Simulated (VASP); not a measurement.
# Ca3AsPb (Pm-3m) in VASP: a series of runs

Ca3AsPb is run at these levels: PBE; tasks: single point.

All numbers are computed with VASP 6.6.1; they aren't measurements. Logs are shortened: lines on timing, memory, paths and dates and some standing lists are left out, and cuts for length are marked.

## (1) The cell of the first run

It takes space group Pm-3m (No. 221, cubic). Conventional cell: a = 5.560 Å, b = 5.560 Å, c = 5.560 Å, α = 90.00°, β = 90.00°, γ = 90.00°. Pb (site symmetry m-3m) has 12 Ca at 3.93 Å and 8 As at 4.81 Å within 5.2 Å. As (site symmetry m-3m) has 6 Ca at 2.78 Å within 3.7 Å. Ca (site symmetry 4/mmm) has 2 As at 2.78 Å within 3.7 Å.

## (2) Single point, PBE

Contents of INCAR:

```
SYSTEM = Ca3AsPb
ALGO     = Normal         ! electronic algorithm
EDIFF    = 1E-7           ! SCF threshold, eV
ENCUT    = 520            ! plane-wave cutoff, eV
GGA      = PE             ! functional
ISIF     = 2              ! what is computed and relaxed
ISMEAR   = -1             ! smearing method
LASPH    = .True.         ! aspherical terms in the spheres
LCHARG   = .False.        ! write CHGCAR
LREAL    = .False.        ! projectors in reciprocal space
LWAVE    = .False.        ! write WAVECAR
NBANDS   = 32             ! bands
NELM     = 60             ! most SCF steps
PREC     = Accurate       ! precision mode
SIGMA    = 0.1            ! smearing width, eV
```

Contents of KPOINTS:

```
k-points
0
Gamma
  3 3 3
  0 0 0
```

Contents of POSCAR:

```
Ca3AsPb
1.0
    5.5595572449      0.0000000000      0.0000000000
    0.0000000000      5.5595572449      0.0000000000
    0.0000000000      0.0000000000      5.5595572449
Pb As Ca
1 1 3
Direct
    0.0000000000      0.0000000000      0.0000000000
    0.5000000000      0.5000000000      0.5000000000
    0.5000000000      0.5000000000      0.0000000000
    0.0000000000      0.5000000000      0.5000000000
    0.5000000000      0.0000000000      0.5000000000
```

Potentials or basis: VASP PAW PBE potentials, release 64 (Pb_d, As, Ca_sv).

Command:

```sh
> cat potpaw_PBE.64/Pb_d/POTCAR potpaw_PBE.64/As/POTCAR potpaw_PBE.64/Ca_sv/POTCAR > POTCAR
> mpirun -np 1 vasp_std > vasp.out
```

OUTCAR:

```text
SYSTEM = Ca3AsPb
   EDIFF = 1E-7
   ENCUT = 520
   GGA = PE
   ISIF = 2
   ISMEAR = -1
   LASPH = .True.
   LREAL = .False.
   NELM = 60
   PREC = Accurate

 ion  position               nearest neighbor table
   1  0.000  0.000  0.000-
   2  0.500  0.500  0.500-   3 2.78   4 2.78   5 2.78   3 2.78   5 2.78   4 2.78
   3  0.500  0.500  0.000-   2 2.78   2 2.78
   4  0.000  0.500  0.500-   2 2.78   2 2.78
   5  0.500  0.000  0.500-   2 2.78   2 2.78

  LATTYP: Found a simple cubic cell.
 ALAT       =     5.5595572449

  Lattice vectors:

 A1 = (   5.5595572449,   0.0000000000,   0.0000000000)
 A2 = (   0.0000000000,   5.5595572449,   0.0000000000)
 A3 = (   0.0000000000,   0.0000000000,   5.5595572449)

Analysis of symmetry for initial positions (statically):
=====================================================================
 Subroutine PRICEL returns:
 Original cell was already a primitive cell.

 Routine SETGRP: Setting up the symmetry group for a
 simple cubic supercell.

 Subroutine GETGRP returns: Found 48 space group operations
 (whereof 48 operations were pure point group operations)
 out of a pool of 48 trial point group operations.

The static configuration has the point symmetry O_h .

Analysis of symmetry for dynamics (positions and initial velocities):
=====================================================================
 Subroutine PRICEL returns:
 Original cell was already a primitive cell.

 Routine SETGRP: Setting up the symmetry group for a
 simple cubic supercell.

 Subroutine GETGRP returns: Found 48 space group operations
 (whereof 48 operations were pure point group operations)
 out of a pool of 48 trial point group operations.

The dynamic configuration has the point symmetry O_h .

 Subroutine INISYM returns: Found 48 space group operations
 (whereof 48 operations are pure point group operations),
 and found     1 'primitive' translations

----------------------------------------------------------------------------------------

                                     Primitive cell

  volume of cell :     171.8386

  direct lattice vectors                    reciprocal lattice vectors
     5.559557245  0.000000000  0.000000000     0.179870439  0.000000000  0.000000000
[... 67 lines left out ...]
   LSORBIT =      F    spin-orbit coupling
   LASPH  =      T    aspherical Exc in radial PAW
   ENCUT  =  520.0 eV  38.22 Ry    6.18 a.u.  10.34 10.34 10.34*2*pi/ulx,y,z
   NELM   =     60;   NELMIN=  2; NELMDL= -5     # of ELM steps
   EDIFF  = 0.1E-06   stopping-criterion for ELM
   LREAL  =      F    real-space projection
   EDIFFG = 0.1E-05   stopping-criterion for IOM
   NSW    =      0    number of steps for IOM
   IBRION =     -1    ionic relax: 0-MD 1-quasi-New 2-CG
   NFREE  =      0    steps in history (QN), initial steepest desc. (CG)
   ISIF   =      2    stress and relaxation
   ISYM   =      2    0-nonsym 1-usesym 2-fastsym
   POTIM  = 0.5000    time-step for ionic-motion
   TEBEG  =    0.0;   TEEND  =   0.0 temperature during run
   PSTRESS=    0.0 pullay stress
   NELECT =      49.0000    total number of electrons
   NUPDOWN=      -1.0000    fix difference up-down
   EMIN   =  10.00;   EMAX   =-10.00  energy-range for DOS
   EFERMI =   0.00;   METHOD = LEGACY
   ISMEAR =    -1;   SIGMA  =   0.10  broadening in eV -4-tet -1-fermi 0-gaus
   EFERMI_NEDOS =   21; number of points for ismear=-14 and -15
   IALGO  =     38    algorithm
   IMIX   =      4    mixing-type and parameters
     AMIX     =   0.40;   BMIX     =  1.00
     AMIX_MAG =   1.60;   BMIX_MAG =  1.00
  volume/ion in A,a.u.               =      34.37       231.92
  Fermi-wavevector in a.u.,A,eV,Ry     =   1.077540  2.036255 15.797616  1.161092
  Thomas-Fermi vector in A             =   2.213454
   LORBIT       =      0    0 simple, 1 ext, 2 COOP (PROOUT), +10 PAW based schemes
   GGA     = PE    functional components
   LHFCALC =     F    Hartree Fock is set to
   AEXX    =    0.0000 exact exchange contribution
   IVDW    =     0    specifies the selected vdW correction
   LEPSILON=     F    determine dielectric tensor
   LRPA    =     F    only Hartree local field effects (RPA)
 non-spin polarized calculation
  energy-cutoff  :      520.00
  volume of cell :      171.84
 maximum number of plane-waves:      4653
 NGX is ok and might be reduce to    42
   NGX = 21   NGY = 21   NGZ = 21

 number of electron      48.9999985 magnetization

 Free energy of the ion-electron system (eV)
  ---------------------------------------------------
  ext. energy  EPLUGINS =         0.00000000
  ---------------------------------------------------
  free energy    TOTEN  =       -17.54090673 eV

  energy without entropy =      -17.41308026  energy(sigma->0) =      -17.47699349

 E-fermi :   2.8242     XC(G=0):  -8.4089

 val. band max:        2.8193369806   @ k =   0.3333   0.0000   0.0000
 cond. band min:       3.3187416730   @ k =   0.0000   0.0000   0.0000
 fundamental gap:      0.4994046924
 Fermi energy:         2.8241722228

 k-point     1 :       0.0000    0.0000    0.0000
  band No.  band energies     occupation
      1     -38.4129      2.00000
      2     -38.3982      2.00000
      3     -38.3982      2.00000
      4     -19.4912      2.00000
      5     -19.4912      2.00000
      6     -19.4912      2.00000
[... 129 lines left out ...]
     31       5.5231      0.00000
     32       5.9739      0.00000

------------------------ aborting loop because EDIFF is reached ----------------------------------------

  FORCE on cell =-STRESS in cart. coord.  units (eV):
  Direction    XX          YY          ZZ          XY          YZ          ZX
  --------------------------------------------------------------------------------------
  -------------------------------------------------------------------------------------
  Total        0.0718674      0.0718674      0.0718674      0.0000000      0.0000000      0.0000000
  in kB        0.6700728      0.6700728      0.6700728      0.0000000      0.0000000      0.0000000
  external PRESSURE =       0.6700728 kB  Pullay stress =       0.0000000 kB

 VOLUME and BASIS-vectors are now :
 -----------------------------------------------------------------------------
  energy-cutoff  :      520.00
  volume of cell :      171.84
      direct lattice vectors                 reciprocal lattice vectors
     5.559557245  0.000000000  0.000000000     0.179870439  0.000000000  0.000000000
     0.000000000  5.559557245  0.000000000     0.000000000  0.179870439  0.000000000
     0.000000000  0.000000000  5.559557245     0.000000000  0.000000000  0.179870439

 POSITION                                       TOTAL-FORCE (eV/Angst)
 -----------------------------------------------------------------------------------
      0.00000      0.00000      0.00000         0.000000      0.000000      0.000000
      2.77978      2.77978      2.77978         0.000000      0.000000      0.000000
      2.77978      2.77978      0.00000         0.000000      0.000000      0.000000
      0.00000      2.77978      2.77978         0.000000      0.000000      0.000000
      2.77978      0.00000      2.77978         0.000000      0.000000      0.000000
 -----------------------------------------------------------------------------------
    total drift:                                0.000000     -0.000000     -0.000000

  FREE ENERGIE OF THE ION-ELECTRON SYSTEM (eV)
  ---------------------------------------------------
  free  energy   TOTEN  =       -17.5409067266 eV

  energy  without entropy=      -17.4130802617  energy(sigma->0) =      -17.47699349
```

OSZICAR:

```text
N       E                     dE             d eps       ncg     rms          rms(c)
DAV:   1     0.513046726653E+03    0.51305E+03   -0.23079E+04   256   0.144E+03
DAV:   2     0.219328066982E+02   -0.49111E+03   -0.48038E+03   256   0.432E+02
DAV:   3    -0.157656645843E+02   -0.37698E+02   -0.36898E+02   416   0.116E+02
DAV:   4    -0.185577420149E+02   -0.27921E+01   -0.27770E+01   392   0.255E+01
DAV:   5    -0.187253439005E+02   -0.16760E+00   -0.16750E+00   440   0.583E+00    0.673E+00
DAV:   6    -0.176685190983E+02    0.10568E+01   -0.22118E+00   304   0.494E+00    0.384E+00
DAV:   7    -0.175426081174E+02    0.12591E+00   -0.11714E+00   344   0.380E+00    0.129E+00
DAV:   8    -0.175505933977E+02   -0.79853E-02   -0.31463E-01   312   0.199E+00    0.425E-01
DAV:   9    -0.175399002681E+02    0.10693E-01   -0.49908E-02   368   0.902E-01    0.185E-01
DAV:  10    -0.175410238957E+02   -0.11236E-02   -0.11785E-02   336   0.373E-01    0.945E-02
DAV:  11    -0.175409058368E+02    0.11806E-03   -0.30762E-03   376   0.193E-01    0.216E-02
DAV:  12    -0.175409082155E+02   -0.23787E-05   -0.14659E-04   352   0.645E-02    0.608E-03
DAV:  13    -0.175409075913E+02    0.62417E-06   -0.22276E-05   408   0.194E-02    0.229E-03
DAV:  14    -0.175409070065E+02    0.58474E-06   -0.22590E-06   288   0.614E-03    0.169E-03
DAV:  15    -0.175409066821E+02    0.32445E-06   -0.10371E-06   256   0.334E-03    0.514E-04
DAV:  16    -0.175409067266E+02   -0.44520E-07   -0.10276E-07   232   0.151E-03
   1 F= -.17540907E+02 E0= -.17476993E+02  d E =-.127826E+00
```

stdout:

```text
POSCAR found type information on POSCAR PbAsCa
 POSCAR found :  3 types and       5 ions
 scaLAPACK will be used
 LDA part: xc-table for (Slater+PW92), standard interpolation
 POSCAR, INCAR and KPOINTS ok, starting setup
 FFT: planning ... GRIDC
 FFT: planning ... GRID_SOFT
 FFT: planning ... GRID
 WAVECAR not read
 entering main loop
```

It took 32 s on 1 thread of Intel Xeon Platinum 8488C (Sapphire Rapids), shared host; peak memory 0.25 GiB.

Results:

* Free energy: -17.5409 eV
* Pressure: 0.1 GPa
* Band gap on the k mesh: zero (an odd number of electrons rules out a gap without spin polarisation)

Caveat: the k points lie up to 0.38 Å⁻¹ apart, too coarse for converged energies and pressures of a metal; spin-orbit coupling is left out, which moves the levels of the heavy elements.

## (3) Single point, PBE

This run uses another cell than the first one, of 34.02 Å³/atom.

Contents of INCAR:

```
PREC     = Accurate       # precision mode
ENCUT    = 520            # plane-wave cutoff, eV
EDIFF    = 1E-6           # SCF threshold, eV
ISMEAR   = -1             # smearing method
SIGMA    = 0.1            # smearing width, eV
LREAL    = False          # projectors in reciprocal space
LASPH    = True           # aspherical terms in the spheres
NELM     = 80             # most SCF steps
ALGO     = Normal         # electronic algorithm
ISIF     = 2              # what is computed and relaxed
LWAVE    = False          # write WAVECAR
LCHARG   = True           # write CHGCAR
GGA      = PE             # functional
LELF     = True           # ELF
LVHAR    = True         
NBANDS   = 32             # bands
```

Contents of KPOINTS:

```
Automatic mesh
0
Gamma
  4 4 4
```

POSCAR: that of step 2 with these lines changed.

```diff
@@ -2,5 +2,5 @@
 1.0
-    5.5595572449      0.0000000000      0.0000000000
-    0.0000000000      5.5595572449      0.0000000000
-    0.0000000000      0.0000000000      5.5595572449
+    5.5409632690      0.0000000000      0.0000000000
+    0.0000000000      5.5409632690      0.0000000000
+    0.0000000000      0.0000000000      5.5409632690
 Pb As Ca
```

Potentials or basis: VASP PAW PBE potentials, release 64 (Pb_d, As, Ca_sv).

Command:

```sh
> cat potpaw_PBE.64/Pb_d/POTCAR potpaw_PBE.64/As/POTCAR potpaw_PBE.64/Ca_sv/POTCAR > POTCAR
> mpirun -np 1 vasp_std > vasp.out
```

OUTCAR:

```text
PREC = Accurate
   ENCUT = 520
   EDIFF = 1E-6
   ISMEAR = -1
   LREAL = False
   LASPH = True
   NELM = 80
   ISIF = 2
   GGA = PE

 ion  position               nearest neighbor table
   1  0.000  0.000  0.000-
   2  0.500  0.500  0.500-   3 2.77   4 2.77   5 2.77   3 2.77   5 2.77   4 2.77
   3  0.500  0.500  0.000-   2 2.77   2 2.77
   4  0.000  0.500  0.500-   2 2.77   2 2.77
   5  0.500  0.000  0.500-   2 2.77   2 2.77

  LATTYP: Found a simple cubic cell.
 ALAT       =     5.5409632690

  Lattice vectors:

 A1 = (   5.5409632690,   0.0000000000,   0.0000000000)
 A2 = (   0.0000000000,   5.5409632690,   0.0000000000)
 A3 = (   0.0000000000,   0.0000000000,   5.5409632690)

Analysis of symmetry for initial positions (statically):
=====================================================================
 Subroutine PRICEL returns:
 Original cell was already a primitive cell.

 Routine SETGRP: Setting up the symmetry group for a
 simple cubic supercell.

 Subroutine GETGRP returns: Found 48 space group operations
 (whereof 48 operations were pure point group operations)
 out of a pool of 48 trial point group operations.

The static configuration has the point symmetry O_h .

Analysis of symmetry for dynamics (positions and initial velocities):
=====================================================================
 Subroutine PRICEL returns:
 Original cell was already a primitive cell.

 Routine SETGRP: Setting up the symmetry group for a
 simple cubic supercell.

 Subroutine GETGRP returns: Found 48 space group operations
 (whereof 48 operations were pure point group operations)
 out of a pool of 48 trial point group operations.

The dynamic configuration has the point symmetry O_h .

 Subroutine INISYM returns: Found 48 space group operations
 (whereof 48 operations are pure point group operations),
 and found     1 'primitive' translations

[... 102 lines left out ...]
   IALGO  =     38    algorithm
   IMIX   =      4    mixing-type and parameters
     AMIX     =   0.40;   BMIX     =  1.00
     AMIX_MAG =   1.60;   BMIX_MAG =  1.00
  volume/ion in A,a.u.               =      34.02       229.61
  Fermi-wavevector in a.u.,A,eV,Ry     =   1.081156  2.043088 15.903819  1.168898
  Thomas-Fermi vector in A             =   2.217165
   LORBIT       =      0    0 simple, 1 ext, 2 COOP (PROOUT), +10 PAW based schemes
   GGA     = PE    functional components
   LHFCALC =     F    Hartree Fock is set to
   AEXX    =    0.0000 exact exchange contribution
   IVDW    =     0    specifies the selected vdW correction
   LEPSILON=     F    determine dielectric tensor
   LRPA    =     F    only Hartree local field effects (RPA)
 non-spin polarized calculation
  energy-cutoff  :      520.00
  volume of cell :      170.12
 maximum number of plane-waves:      4632
 NGX is ok and might be reduce to    42
   NGX = 21   NGY = 21   NGZ = 21

 number of electron      48.9999986 magnetization

 Free energy of the ion-electron system (eV)
  ---------------------------------------------------
  ext. energy  EPLUGINS =         0.00000000
  ---------------------------------------------------
  free energy    TOTEN  =       -17.54977284 eV

  energy without entropy =      -17.43989730  energy(sigma->0) =      -17.49483507

 E-fermi :   2.8308     XC(G=0):  -8.4492

 val. band max:        2.7779099816   @ k =   0.5000   0.2500   0.0000
 cond. band min:       2.8447726582   @ k =   0.5000   0.5000   0.0000
 fundamental gap:      0.0668626766
 Fermi energy:         2.8308172946

 k-point     1 :       0.0000    0.0000    0.0000
  band No.  band energies     occupation
      1     -38.3417      2.00000
      2     -38.3262      2.00000
      3     -38.3262      2.00000
      4     -19.4222      2.00000
      5     -19.4222      2.00000
      6     -19.4222      2.00000
[... 339 lines left out ...]
     31       5.7233      0.00000
     32       5.7233      0.00000

------------------------ aborting loop because EDIFF is reached ----------------------------------------

  FORCE on cell =-STRESS in cart. coord.  units (eV):
  Direction    XX          YY          ZZ          XY          YZ          ZX
  --------------------------------------------------------------------------------------
  -------------------------------------------------------------------------------------
  Total        0.5034019      0.5034019      0.5034019      0.0000000      0.0000000      0.0000000
  in kB        4.7409963      4.7409963      4.7409963      0.0000000      0.0000000      0.0000000
  external PRESSURE =       4.7409963 kB  Pullay stress =       0.0000000 kB

 VOLUME and BASIS-vectors are now :
 -----------------------------------------------------------------------------
  energy-cutoff  :      520.00
  volume of cell :      170.12
      direct lattice vectors                 reciprocal lattice vectors
     5.540963269  0.000000000  0.000000000     0.180474035  0.000000000  0.000000000
     0.000000000  5.540963269  0.000000000     0.000000000  0.180474035  0.000000000
     0.000000000  0.000000000  5.540963269     0.000000000  0.000000000  0.180474035

 POSITION                                       TOTAL-FORCE (eV/Angst)
 -----------------------------------------------------------------------------------
      0.00000      0.00000      0.00000         0.000000      0.000000      0.000000
      2.77048      2.77048      2.77048         0.000000      0.000000      0.000000
      2.77048      2.77048      0.00000         0.000000      0.000000      0.000000
      0.00000      2.77048      2.77048         0.000000      0.000000      0.000000
      2.77048      0.00000      2.77048         0.000000      0.000000      0.000000
 -----------------------------------------------------------------------------------
    total drift:                                0.000000     -0.000000     -0.000000

  FREE ENERGIE OF THE ION-ELECTRON SYSTEM (eV)
  ---------------------------------------------------
  free  energy   TOTEN  =       -17.5497728422 eV

  energy  without entropy=      -17.4398973026  energy(sigma->0) =      -17.49483507
```

It took 73 s on 1 thread of Intel Xeon Platinum 8488C (Sapphire Rapids), shared host; peak memory 0.27 GiB.

Results:

```
Free energy            : -17.5498 eV
Pressure               : 0.5 GPa
Band gap on the k mesh : zero (an odd number of electrons rules out a gap without spin polarisation)
```

Levels at points of the mesh, in eV from the Fermi level:
```tsv
k point	band 23	band 24	band 25	band 26	band 27	band 28
(0.00, 0.00, 0.00)	0.57	0.85	0.85	0.95	0.95	0.95
(0.50, 0.00, 0.00)	-1.57	-0.11	-0.11	1.55	1.69	1.74
(0.50, 0.50, 0.00)	-0.60	-0.60	0.01	1.82	1.94	1.94
(0.50, 0.50, 0.50)	-0.92	-0.92	-0.92	2.12	2.12	2.12
```

Caveat: spin-orbit coupling is left out, which moves the levels of the heavy elements.

(Part 1 of 2 ends here.)

The gap in the log of VASP goes by the Fermi energy; the results here count the filled bands.